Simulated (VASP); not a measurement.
# Ir (Fm-3m) in VASP: further runs

Aim: see how the results for Ir move with the level of theory and the settings. Levels: PBEsol, LDA. Tasks: single point.

All numbers are computed with VASP 6.6.1; they aren't measurements. Logs are shortened: lines on timing, memory, paths and dates and some standing lists are left out, and cuts for length are marked.

### 1 The cell of the first run

Symmetry: Fm-3m, No. 225, cubic system. The conventional cell has a = 3.807 Å, b = 3.807 Å, c = 3.807 Å, α = 90.00°, β = 90.00°, γ = 90.00°. Ir (site symmetry m-3m) has 12 Ir at 2.69 Å within 3.5 Å.

### 2 Single point, PBEsol (volume scaled by 0.98)

File INCAR:

```
PREC = Accurate
ENCUT = 520
EDIFF = 1E-6
ISMEAR = -1
SIGMA = 0.15
LREAL = F
LASPH = T
NELM = 60
ALGO = Fast
ISIF = 2
LWAVE = F
LCHARG = F
GGA = PS
NBANDS = 10
```

File KPOINTS:

```
Automatic mesh
0
Gamma
  20 20 20
```

File POSCAR:

```
Ir
1.0
    0.0000000000      1.9032718097      1.9032718097
    1.9032718097      0.0000000000      1.9032718097
    1.9032718097      1.9032718097      0.0000000000
Ir
1
Direct
    0.0000000000      0.0000000000      0.0000000000
```

Potentials or basis: VASP PAW PBE potentials, release 64 (Ir).

Started as:

```bash
$ cat potpaw_PBE.64/Ir/POTCAR > POTCAR
$ mpirun -np 1 vasp_std > vasp.out
```

OUTCAR:

```text
PREC = Accurate
   ENCUT = 520
   EDIFF = 1E-6
   ISMEAR = -1
   LREAL = F
   LASPH = T
   NELM = 60
   ISIF = 2
   GGA = PS

 ion  position               nearest neighbor table
   1  0.000  0.000  0.000-

  LATTYP: Found a face centered cubic cell.
 ALAT       =     3.8065436194

  Lattice vectors:

 A1 = (   0.0000000000,   1.9032718097,   1.9032718097)
 A2 = (   1.9032718097,   0.0000000000,   1.9032718097)
 A3 = (   1.9032718097,   1.9032718097,   0.0000000000)

Analysis of symmetry for initial positions (statically):
=====================================================================
 Subroutine PRICEL returns:
 Original cell was already a primitive cell.

 Routine SETGRP: Setting up the symmetry group for a
 face centered cubic supercell.

 Subroutine GETGRP returns: Found 48 space group operations
 (whereof 48 operations were pure point group operations)
 out of a pool of 48 trial point group operations.

The static configuration has the point symmetry O_h .

Analysis of symmetry for dynamics (positions and initial velocities):
=====================================================================
 Subroutine PRICEL returns:
 Original cell was already a primitive cell.

 Routine SETGRP: Setting up the symmetry group for a
 face centered cubic supercell.

 Subroutine GETGRP returns: Found 48 space group operations
 (whereof 48 operations were pure point group operations)
 out of a pool of 48 trial point group operations.

The dynamic configuration has the point symmetry O_h .

 Subroutine INISYM returns: Found 48 space group operations
 (whereof 48 operations are pure point group operations),
 and found     1 'primitive' translations

----------------------------------------------------------------------------------------

                                     Primitive cell

  volume of cell :      13.7890

  direct lattice vectors                    reciprocal lattice vectors
     0.000000000  1.903271810  1.903271810    -0.262705514  0.262705514  0.262705514
     1.903271810  0.000000000  1.903271810     0.262705514 -0.262705514  0.262705514
     1.903271810  1.903271810  0.000000000     0.262705514  0.262705514 -0.262705514

  length of vectors
     2.691632806  2.691632806  2.691632806     0.455019299  0.455019299  0.455019299

  position of ions in fractional coordinates (direct lattice)
     0.000000000  0.000000000  0.000000000

  ion indices of the primitive-cell ions
   primitive index   ion index
                 1           1

----------------------------------------------------------------------------------------

 KPOINTS: Automatic mesh

Automatic generation of k-mesh.
 Grid dimensions read from file:
 generate k-points for:   20   20   20

 Generating k-lattice:

  Cartesian coordinates                     Fractional coordinates (reciprocal lattice)
    -0.013135276  0.013135276  0.013135276     0.050000000  0.000000000  0.000000000
     0.013135276 -0.013135276  0.013135276     0.000000000  0.050000000  0.000000000
     0.013135276  0.013135276 -0.013135276     0.000000000  0.000000000  0.050000000

  Length of vectors
     0.022750965  0.022750965  0.022750965

  Shift w.r.t. Gamma in fractional coordinates (k-lattice)
     0.000000000  0.000000000  0.000000000

 Subroutine IBZKPT returns following result:
 ===========================================

 Found    256 irreducible k-points:

 Following reciprocal coordinates:
            Coordinates               Weight
  0.000000  0.000000  0.000000      1.000000
  0.050000  0.000000  0.000000      8.000000
  0.100000  0.000000  0.000000      8.000000
  0.150000  0.000000  0.000000      8.000000
  0.200000  0.000000  0.000000      8.000000
  0.250000  0.000000  0.000000      8.000000
[... 16 lines left out ...]
 -0.400000  0.050000  0.000000     24.000000
 -0.350000  0.050000  0.000000     24.000000
 [... further k-points ...]
   k-points           NKPTS =    256   k-points in BZ     NKDIM =    256   number of bands    NBANDS=     10
   number of dos      NEDOS =    301   number of ions     NIONS =      1
   total plane-waves  NPLWV =   8000
   dimension x,y,z NGX =    20 NGY =   20 NGZ =   20
   dimension x,y,z NGXF=    40 NGYF=   40 NGZF=   40
   ions per type =               1
   NGX,Y,Z   is equivalent  to a cutoff of  12.35, 12.35, 12.35 a.u.
   NGXF,Y,Z  is equivalent  to a cutoff of  24.71, 24.71, 24.71 a.u.
 SYSTEM =  unknown system
   PREC   = accura    normal or accurate (medium, high low for compatibility)
   ISTART =      0    job   : 0-new  1-cont  2-samecut
   ICHARG =      2    charge: 1-file 2-atom 10-const
   ISPIN  =      1    spin polarized calculation?
   LNONCOLLINEAR =      F non collinear calculations
   LSORBIT =      F    spin-orbit coupling
   LASPH  =      T    aspherical Exc in radial PAW
   ENCUT  =  520.0 eV  38.22 Ry    6.18 a.u.   5.00  5.00  5.00*2*pi/ulx,y,z
   NELM   =     60;   NELMIN=  2; NELMDL= -5     # of ELM steps
   EDIFF  = 0.1E-05   stopping-criterion for ELM
   LREAL  =      F    real-space projection
   EDIFFG = 0.1E-04   stopping-criterion for IOM
   NSW    =      0    number of steps for IOM
   IBRION =     -1    ionic relax: 0-MD 1-quasi-New 2-CG
   NFREE  =      0    steps in history (QN), initial steepest desc. (CG)
   ISIF   =      2    stress and relaxation
   ISYM   =      2    0-nonsym 1-usesym 2-fastsym
   POTIM  = 0.5000    time-step for ionic-motion
   TEBEG  =    0.0;   TEEND  =   0.0 temperature during run
   PSTRESS=    0.0 pullay stress
   NELECT =       9.0000    total number of electrons
   NUPDOWN=      -1.0000    fix difference up-down
   EMIN   =  10.00;   EMAX   =-10.00  energy-range for DOS
   EFERMI =   0.00;   METHOD = LEGACY
   ISMEAR =    -1;   SIGMA  =   0.15  broadening in eV -4-tet -1-fermi 0-gaus
   EFERMI_NEDOS =   21; number of points for ismear=-14 and -15
   IALGO  =     68    algorithm
   IMIX   =      4    mixing-type and parameters
     AMIX     =   0.40;   BMIX     =  1.00
     AMIX_MAG =   1.60;   BMIX_MAG =  1.00
  volume/ion in A,a.u.               =      13.79        93.05
  Fermi-wavevector in a.u.,A,eV,Ry     =   1.420076  2.683554 27.437716  2.016615
  Thomas-Fermi vector in A             =   2.541029
   LORBIT       =      0    0 simple, 1 ext, 2 COOP (PROOUT), +10 PAW based schemes
   GGA     = PS    functional components
   LHFCALC =     F    Hartree Fock is set to
   AEXX    =    0.0000 exact exchange contribution
   IVDW    =     0    specifies the selected vdW correction
   LEPSILON=     F    determine dielectric tensor
   LRPA    =     F    only Hartree local field effects (RPA)
 non-spin polarized calculation
 RMM-DIIS sequential band-by-band and
  energy-cutoff  :      520.00
  volume of cell :       13.79
 maximum number of plane-waves:       388
   NGX =  9   NGY =  9   NGZ =  9

 number of electron       9.0000001 magnetization

 Free energy of the ion-electron system (eV)
  ---------------------------------------------------
  ext. energy  EPLUGINS =         0.00000000
  ---------------------------------------------------
  free energy    TOTEN  =        -9.84517566 eV

  energy without entropy =       -9.78069555  energy(sigma->0) =       -9.81293560

 E-fermi :  10.6673     XC(G=0): -14.2524

 val. band max:       10.6664405827   @ k =   0.3000   0.2000   0.0000
 cond. band min:      10.6695785508   @ k =  -0.4000   0.4500   0.0500
 fundamental gap:      0.0031379682
 Fermi energy:        10.6673481066

 k-point     1 :       0.0000    0.0000    0.0000
  band No.  band energies     occupation
      1      -0.7725      2.00000
      2       6.6422      2.00000
      3       6.6422      2.00000
      4       6.6422      2.00000
      5       9.4697      1.99932
      6       9.4697      1.99932
      7      24.9637      0.00000
      8      30.6903      0.00000
      9      30.6903      0.00000
     10      30.6903      0.00000

 k-point     2 :       0.0500    0.0000    0.0000
  band No.  band energies     occupation
      1      -0.6577      2.00000
      2       6.5787      2.00000
      3       6.6931      2.00000
      4       6.6931      2.00000
      5       9.4355      1.99946
      6       9.4355      1.99946
      7      25.1662      0.00000
      8      30.0569      0.00000
      9      30.8817      0.00000
     10      30.8817      0.00000

 k-point     3 :       0.1000    0.0000    0.0000
  band No.  band energies     occupation
      1      -0.3228      2.00000
      2       6.4107      2.00000
      3       6.8305      2.00000
      4       6.8305      2.00000
      5       9.3547      1.99968
      6       9.3548      1.99968
      7      25.7332      0.00000
      8      28.7673      0.00000
      9      31.4416      0.00000
     10      31.4416      0.00000

 k-point     4 :       0.1500    0.0000    0.0000
  band No.  band energies     occupation
      1       0.1996      2.00000
      2       6.2021      2.00000
      3       7.0026      2.00000
      4       7.0026      2.00000
      5       9.2958      1.99979
      6       9.2958      1.99979
      7      26.4921      0.00000
      8      27.4151      0.00000
      9      32.3283      0.00000
     10      32.3283      0.00000

 k-point     5 :       0.2000    0.0000    0.0000
  band No.  band energies     occupation
      1       0.8424      2.00000
      2       6.0538      2.00000
      3       7.1189      2.00000
      4       7.1189      2.00000
      5       9.3664      1.99966
      6       9.3664      1.99966
      7      25.8881      0.00000
      8      27.4188      0.00000
      9      33.4696      0.00000
     10      33.4696      0.00000

 k-point     6 :       0.2500    0.0000    0.0000
  band No.  band energies     occupation
      1       1.4854      2.00000
      2       6.1083      2.00000
      3       7.1051      2.00000
      4       7.1051      2.00000
      5       9.6483      1.99776
      6       9.6483      1.99776
      7      24.5486      0.00000
      8      27.6149      0.00000
      9      34.6833      0.00000
     10      34.7016      0.00000

 k-point     7 :       0.3000    0.0000    0.0000
  band No.  band energies     occupation
      1       1.9698      2.00000
      2       6.5235      2.00000
      3       6.9812      2.00000
      4       6.9812      2.00000
      5      10.1119      1.95188
      6      10.1119      1.95188
      7      23.1408      0.00000
      8      26.9479      0.00000
      9      34.5910      0.00000
     10      34.5917      0.00000

 k-point     8 :       0.3500    0.0000    0.0000
  band No.  band energies     occupation
      1       2.2146      2.00000
      2       6.8175      2.00000
      3       6.8175      2.00000
      4       7.3452      2.00000
      5      10.6537      1.04532
      6      10.6537      1.04532
      7      21.6099      0.00000
      8      25.9450      0.00000
      9      33.1082      0.00000
     10      33.1082      0.00000

 k-point     9 :       0.4000    0.0000    0.0000
  band No.  band energies     occupation
      1       2.2856      2.00000
      2       6.6697      2.00000
      3       6.6697      2.00000
      4       8.4097      2.00000
      5      11.1596      0.07242
      6      11.1596      0.07242
      7      20.0362      0.00000
      8      25.1339      0.00000
      9      31.8209      0.00000
     10      31.8209      0.00000
[... 118 lines left out ...]
 k-point    19 :       0.4000    0.0500    0.0000
  band No.  band energies     occupation
      1       2.3718      2.00000
      2       6.6116      2.00000
      3       6.8198      2.00000
      4       7.7821      2.00000
      5      11.0372      0.15658
      6      11.2539      0.03929
      7      20.5607      0.00000
      8      25.5256      0.00000
      9      31.4857      0.00000
     10      32.4367      0.00000

 k-point    20 :       0.4500    0.0500    0.0000
  band No.  band energies     occupation
      1       2.3856      2.00000
      2       6.4912      2.00000
      3       6.6946      2.00000
      4       8.7315      2.00000
      5      11.5731      0.00476
      6      11.6820      0.00231
      7      19.0801      0.00000
      8      24.9609      0.00000
      9      30.7726      0.00000
     10      31.2852      0.00000

 k-point    21 :       0.5000    0.0500    0.0000
  band No.  band energies     occupation
      1       2.3779      2.00000
      2       6.4410      2.00000
      3       6.6258      2.00000
      4       9.3096      1.99977
      5      11.6611      0.00265
      6      12.1259      0.00012
      7      18.2062      0.00000
      8      24.7119      0.00000
      9      30.5699      0.00000
     10      30.5715      0.00000

 k-point    22 :      -0.4500    0.0500    0.0000
  band No.  band energies     occupation
      1       2.3811      2.00000
      2       6.4655      2.00000
      3       6.6249      2.00000
      4       9.2100      1.99988
      5      11.4847      0.00856
      6      12.1578      0.00010
      7      18.4017      0.00000
      8      24.7624      0.00000
      9      30.3936      0.00000
     10      30.9439      0.00000

 k-point    23 :      -0.4000    0.0500    0.0000
  band No.  band energies     occupation
      1       2.3891      2.00000
      2       6.5600      2.00000
      3       6.6936      2.00000
      4       8.4790      2.00000
      5      11.0787      0.12103
      6      11.8379      0.00082
      7      19.5432      0.00000
      8      25.1152      0.00000
      9      30.7616      0.00000
     10      31.8654      0.00000

 k-point    24 :      -0.3500    0.0500    0.0000
  band No.  band energies     occupation
      1       2.3539      2.00000
      2       6.7079      2.00000
      3       6.8230      2.00000
      4       7.4888      2.00000
      5      10.5266      1.43747
      6      11.3466      0.02137
      7      21.1125      0.00000
      8      25.7873      0.00000
      9      31.5729      0.00000
     10      33.2551      0.00000

 [... further k-points ...]
[... 5 lines left out ...]
  --------------------------------------------------------------------------------------
  -------------------------------------------------------------------------------------
  Total        0.7779892      0.7779892      0.7779892      0.0000000      0.0000000      0.0000000
  in kB       90.3965203     90.3965203     90.3965203      0.0000000      0.0000000      0.0000000
  external PRESSURE =      90.3965203 kB  Pullay stress =       0.0000000 kB

 VOLUME and BASIS-vectors are now :
 -----------------------------------------------------------------------------
  energy-cutoff  :      520.00
  volume of cell :       13.79
      direct lattice vectors                 reciprocal lattice vectors
     0.000000000  1.903271810  1.903271810    -0.262705514  0.262705514  0.262705514
     1.903271810  0.000000000  1.903271810     0.262705514 -0.262705514  0.262705514
     1.903271810  1.903271810  0.000000000     0.262705514  0.262705514 -0.262705514

 POSITION                                       TOTAL-FORCE (eV/Angst)
 -----------------------------------------------------------------------------------
      0.00000      0.00000      0.00000         0.000000      0.000000      0.000000
 -----------------------------------------------------------------------------------
    total drift:                                0.000000      0.000000     -0.000000

  FREE ENERGIE OF THE ION-ELECTRON SYSTEM (eV)
  ---------------------------------------------------
  free  energy   TOTEN  =        -9.8451756581 eV

  energy  without entropy=       -9.7806955474  energy(sigma->0) =       -9.81293560
```

Run time: 17 s. Hardware: 1 thread of Intel Xeon 6975P-C (Granite Rapids), shared host; peak memory 0.15 GiB.

What came out:

- Free energy: -9.8452 eV
- Pressure: 9.0 GPa

Caveat: the cell differs from its parent crystal (volume scaled by 0.98); the PAW data sets were made with another functional, which shifts forces and pressure a little; spin-orbit coupling is left out, which moves the levels of the heavy elements.

### 3 Single point, PBEsol

This run uses another cell than the first one, of 14.07 Å³/atom, 1.020 times its volume.

File INCAR:

```
  PREC = Accurate
  ENCUT = 520
  EDIFF = 1E-6
  ISMEAR = -1
  SIGMA = 0.15
  LREAL = F
  LASPH = T
  NELM = 100
  ALGO = Fast
  ISIF = 2
  LWAVE = F
  LCHARG = F
  GGA = PS
  NBANDS = 10
```

File KPOINTS:

```
regular mesh
0
Gamma
  20 20 20
```

File POSCAR:

```
Ir
1.0
    0.0000000000      1.9161321445      1.9161321445
    1.9161321445      0.0000000000      1.9161321445
    1.9161321445      1.9161321445      0.0000000000
Ir
1
Direct
    0.0000000000      0.0000000000      0.0000000000
```

Potentials or basis: VASP PAW PBE potentials, release 64 (Ir).

Started as:

```bash
$ cat potpaw_PBE.64/Ir/POTCAR > POTCAR
$ mpirun -np 1 vasp_std > vasp.out
```

It took 19 s on 1 thread of Intel Xeon 6975P-C (Granite Rapids), shared host; peak memory 0.15 GiB.

Results (log left out):

| Property | Result |
| --- | --- |
| Free energy | -9.8542 eV |
| Pressure | 0.8 GPa |

Levels at points of the mesh, in eV from the Fermi level:
```csv
k point,band 1,band 2,band 3,band 4,band 5,band 6,band 7,band 8,band 9
"(0.00, 0.00, 0.00)",-11.22,-3.90,-3.90,-3.90,-1.16,-1.16,14.34,19.95,19.95
"(0.50, 0.00, 0.00)",-8.17,-4.00,-4.00,-0.80,0.95,0.95,7.32,13.87,19.84
"(0.50, 0.50, 0.00)",-7.97,-7.39,0.93,1.53,1.53,1.68,10.57,11.72,11.72
```

Caveat: the PAW data sets were made with another functional, which shifts forces and pressure a little; spin-orbit coupling is left out, which moves the levels of the heavy elements.

(Continued in part 2 of 2.)
